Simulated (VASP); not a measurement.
# Co (P6_3/mmc) in VASP: further runs, part 2 of 2

VASP 6.6.1. Earlier steps stand in the parts before.

## Step 4: Single point, PBE, collinear spin, ferromagnetic start

This run uses another cell than the first one, of 10.53 Å³/atom.

INCAR reads:

```
SYSTEM = Co
PREC = Accurate
ENCUT = 520
EDIFF = 1E-6
ISMEAR = -1
SIGMA = 0.1
LREAL = .False.
LASPH = .True.
NELM = 150
ALGO = Normal
ISIF = 2
LWAVE = .False.
LCHARG = .False.
ISPIN = 2
MAGMOM = 3.2 3.2
LORBIT = 11
LMAXMIX = 4
GGA = PE
NBANDS = 20
```

KPOINTS reads:

```
Automatic mesh
0
Gamma
  13 13 7
  0 0 0
```

POSCAR reads:

```
Co
1.0
    2.4648934833      0.0000000000      0.0000000000
   -1.2324467416      2.1346603766      0.0000000000
    0.0000000000      0.0000000000      4.0009053153
Co
2
Direct
    0.3333333333      0.6666666667      0.2500000000
    0.6666666667      0.3333333333      0.7500000000
```

Potentials or basis: VASP PAW PBE potentials, release 64 (Co).

On the command line:

```bash
> cat potpaw_PBE.64/Co/POTCAR > POTCAR
> mpirun -np 1 vasp_std > vasp.out
```

OUTCAR:

```text
SYSTEM = Co
   PREC = Accurate
   ENCUT = 520
   EDIFF = 1E-6
   ISMEAR = -1
   LREAL = .False.
   LASPH = .True.
   NELM = 150
   ISIF = 2
   ISPIN = 2
   LORBIT = 11
   GGA = PE

 ion  position               nearest neighbor table
   1  0.333  0.667  0.250-   2 2.46   2 2.46   2 2.46   2 2.46   2 2.46   2 2.46
   2  0.667  0.333  0.750-   1 2.46   1 2.46   1 2.46   1 2.46   1 2.46   1 2.46

  LATTYP: Found a hexagonal cell.
 ALAT       =     2.4648934833
 C/A-ratio  =     1.6231554598

  Lattice vectors:

 A1 = (   2.4648934833,   0.0000000000,   0.0000000000)
 A2 = (  -1.2324467416,   2.1346603766,   0.0000000000)
 A3 = (   0.0000000000,   0.0000000000,   4.0009053153)

Analysis of symmetry for initial positions (statically):
=====================================================================
 Subroutine PRICEL returns:
 Original cell was already a primitive cell.

 Routine SETGRP: Setting up the symmetry group for a
 hexagonal supercell.

 Subroutine GETGRP returns: Found 24 space group operations
 (whereof 12 operations were pure point group operations)
 out of a pool of 24 trial point group operations.

The static configuration has the point symmetry D_3d.
 The point group associated with its full space group is D_6h.

Analysis of symmetry for dynamics (positions and initial velocities):
=====================================================================
 Subroutine PRICEL returns:
 Original cell was already a primitive cell.

 Routine SETGRP: Setting up the symmetry group for a
 hexagonal supercell.

 Subroutine GETGRP returns: Found 24 space group operations
 (whereof 12 operations were pure point group operations)
 out of a pool of 24 trial point group operations.

The dynamic configuration has the point symmetry D_3d.
 The point group associated with its full space group is D_6h.

[... 150 lines left out ...]
 number of electron      17.9999980 magnetization       3.1613594

 Free energy of the ion-electron system (eV)
  ---------------------------------------------------
  ext. energy  EPLUGINS =         0.00000000
  ---------------------------------------------------
  free energy    TOTEN  =       -14.09071992 eV

  energy without entropy =      -14.03138718  energy(sigma->0) =      -14.06105355

 E-fermi :  10.6831     XC(G=0): -13.5832

 val. band max:       10.6815196997   @ k =   0.3077   0.0000   0.4286
 cond. band min:      10.6843161384   @ k =   0.4615   0.0769   0.2857
 fundamental gap:      0.0027964388
 Fermi energy:        10.6831093197

 spin component 1

 k-point     1 :       0.0000    0.0000    0.0000
  band No.  band energies     occupation
      1       1.6054      1.00000
      2       5.4217      1.00000
      3       8.0276      1.00000
      4       8.0688      1.00000
      5       8.0688      1.00000
      6       8.3925      1.00000
[... 541 lines left out ...]
     19      37.9598      0.00000
     20      38.9689      0.00000

 [... further k-points ...]

 spin component 2

 k-point     1 :       0.0000    0.0000    0.0000
  band No.  band energies     occupation
      1       1.6041      1.00000
      2       6.3417      1.00000
      3       9.6221      0.99998
      4       9.6756      0.99996
      5       9.6756      0.99996
      6      10.0526      0.99818
[... 541 lines left out ...]
     19      38.1025      0.00000
     20      39.1998      0.00000

 [... further k-points ...]

------------------------ aborting loop because EDIFF is reached ----------------------------------------

  FORCE on cell =-STRESS in cart. coord.  units (eV):
  Direction    XX          YY          ZZ          XY          YZ          ZX
  --------------------------------------------------------------------------------------
  -------------------------------------------------------------------------------------
  Total        0.8901092      0.8901092      0.7386315      0.0000000      0.0000000      0.0000000
  in kB       67.7436562     67.7436564     56.2151252      0.0000000      0.0000000      0.0000000
  external PRESSURE =      63.9008126 kB  Pullay stress =       0.0000000 kB

 VOLUME and BASIS-vectors are now :
 -----------------------------------------------------------------------------
  energy-cutoff  :      520.00
  volume of cell :       21.05
      direct lattice vectors                 reciprocal lattice vectors
     2.464893483  0.000000000  0.000000000     0.405697044  0.234229297  0.000000000
    -1.232446742  2.134660377  0.000000000     0.000000000  0.468458595  0.000000000
     0.000000000  0.000000000  4.000905315     0.000000000  0.000000000  0.249943431

 POSITION                                       TOTAL-FORCE (eV/Angst)
 -----------------------------------------------------------------------------------
     -0.00000      1.42311      1.00023        -0.000000      0.000000      0.000000
      1.23245      0.71155      3.00068         0.000000      0.000000      0.000000
 -----------------------------------------------------------------------------------
    total drift:                                0.000000      0.000000     -0.000000

  FREE ENERGIE OF THE ION-ELECTRON SYSTEM (eV)
  ---------------------------------------------------
  free  energy   TOTEN  =       -14.0907199250 eV

  energy  without entropy=      -14.0313871779  energy(sigma->0) =      -14.06105355

 total charge

# of ion       s       p       d       tot
------------------------------------------
    1        0.501   0.548   7.284   8.334
    2        0.501   0.548   7.284   8.334
--------------------------------------------------
tot          1.003   1.097  14.568  16.668

 magnetization (x)

# of ion       s       p       d       tot
------------------------------------------
    1       -0.015  -0.055   1.665   1.595
    2       -0.015  -0.055   1.665   1.595
--------------------------------------------------
tot         -0.031  -0.110   3.331   3.189
```

OSZICAR:

```text
N       E                     dE             d eps       ncg     rms          rms(c)
DAV:   1     0.879692440071E+02    0.87969E+02   -0.81551E+03  7064   0.123E+03
DAV:   2    -0.107273419479E+02   -0.98697E+02   -0.88767E+02  6804   0.220E+02
DAV:   3    -0.153613113279E+02   -0.46340E+01   -0.44731E+01  7716   0.577E+01
DAV:   4    -0.154314597030E+02   -0.70148E-01   -0.70100E-01  8168   0.622E+00
DAV:   5    -0.154336522149E+02   -0.21925E-02   -0.21924E-02  7936   0.105E+00    0.172E+01
DAV:   6    -0.144163076446E+02    0.10173E+01   -0.66274E+00  7696   0.532E+01    0.591E+00
DAV:   7    -0.141300892336E+02    0.28622E+00   -0.95561E-01  7904   0.186E+01    0.370E+00
DAV:   8    -0.141047314287E+02    0.25358E-01   -0.16893E-02  9580   0.166E+00    0.164E+00
DAV:   9    -0.140920614188E+02    0.12670E-01   -0.27009E-03 10700   0.887E-01    0.513E-01
DAV:  10    -0.140907078404E+02    0.13536E-02   -0.57846E-04  8520   0.273E-01    0.535E-02
DAV:  11    -0.140907224124E+02   -0.14572E-04   -0.35202E-05 10304   0.858E-02    0.237E-02
DAV:  12    -0.140907198446E+02    0.25678E-05   -0.57447E-06  7200   0.211E-02    0.147E-02
DAV:  13    -0.140907199250E+02   -0.80402E-07   -0.10062E-06  4948   0.113E-02
   1 F= -.14090720E+02 E0= -.14061054E+02  d E =-.593327E-01  mag=     3.1609
```

Run time: 1.9 min. Hardware: 1 thread of Intel Xeon 8259CL, shared host; peak memory 0.17 GiB.

What came out:

| Item | Value |
| --- | --- |
| Free energy | -14.0907 eV |
| Pressure | 6.4 GPa |
| Net moment | 3.16 μB per cell |
| Site moments | Co +1.59 μB |
| Valence electrons inside the program's atomic spheres | Co 8.33 |

Caveat: the cell stands under pressure.

## Step 5: Single point, PBE, collinear spin, ferromagnetic start

This run uses another cell than the first one, of 10.80 Å³/atom.

INCAR reads:

```
ALGO = Normal
EDIFF = 1E-6
ENCUT = 520
GGA = PE
ISIF = 2
ISMEAR = -1
ISPIN = 2
LASPH = True
LCHARG = False
LMAXMIX = 4
LORBIT = 11
LREAL = False
LWAVE = False
MAGMOM = 3.2 3.2
NBANDS = 20
NELM = 150
PREC = Accurate
SIGMA = 0.1
```

KPOINTS reads:

```
k-points
0
Gamma
  13 13 7
```

POSCAR reads:

```
Co
1.0
    2.4863284155      0.0000000000      0.0000000000
   -1.2431642078      2.1532235725      0.0000000000
    0.0000000000      0.0000000000      4.0356975426
Co
2
Direct
    0.3333333333      0.6666666667      0.2500000000
    0.6666666667      0.3333333333      0.7500000000
```

On the command line:

```bash
> cat potpaw_PBE.64/Co/POTCAR > POTCAR
> mpirun -np 1 vasp_std > vasp.out
```

Wall time 1.7 min (1 thread of Intel Xeon 8259CL, shared host); peak memory 0.17 GiB.

Results (log left out):

* Free energy: -14.1026 eV
* Pressure: 0.4 GPa
* Net moment: 3.19 μB per cell
* Site moments: Co +1.62 μB
* Valence electrons inside the program's atomic spheres: Co 8.28

Stress tensor (GPa, compression positive):
```
 0.72  0.00  0.00
 0.00  0.72  0.00
 0.00  0.00 -0.12
```

Levels at points of the mesh, in eV from the Fermi level:
Spin up:
| k point | band 9 | band 10 | band 11 | band 12 | band 13 | band 14 |
| --- | --- | --- | --- | --- | --- | --- |
| (0.00, 0.00, 0.00) | -1.92 | -0.82 | -0.82 | -0.11 | 6.35 | 22.07 |
Spin down:
```
           k point  band 4  band 5  band 6  band 7  band 8  band 9  band 10  band 11
(0.00, 0.00, 0.00)   -0.96   -0.96   -0.60   -0.60   -0.18   -0.15    -0.15     1.05
```

## Step 6: Overview

```tsv
cell	gap on the mesh (eV)	pressure (GPa)	moment (μB)
a = 2.421, b = 2.421, c = 3.929 Å, angles 90.0, 90.0, 120.0°, 2 atoms	none	21.2	3.08
a = 2.443, b = 2.443, c = 3.965 Å, angles 90.0, 90.0, 120.0°, 2 atoms	none	13.3	3.12
a = 2.465, b = 2.465, c = 4.001 Å, angles 90.0, 90.0, 120.0°, 2 atoms	none	6.4	3.16
a = 2.486, b = 2.486, c = 4.036 Å, angles 90.0, 90.0, 120.0°, 2 atoms	none	0.4	3.19
```

Alike in all rows: task single point; level PBE; potentials or basis VASP PAW PBE potentials, release 64 (Co); spin collinear, ferromagnetic start; k mesh 13 × 13 × 7; cutoff (eV) 520; smearing fermi-dirac 0.1 eV.

Caveats: the cell stands under pressure (at least some runs).

Absolute energies hang on the potentials; compare differences alone.
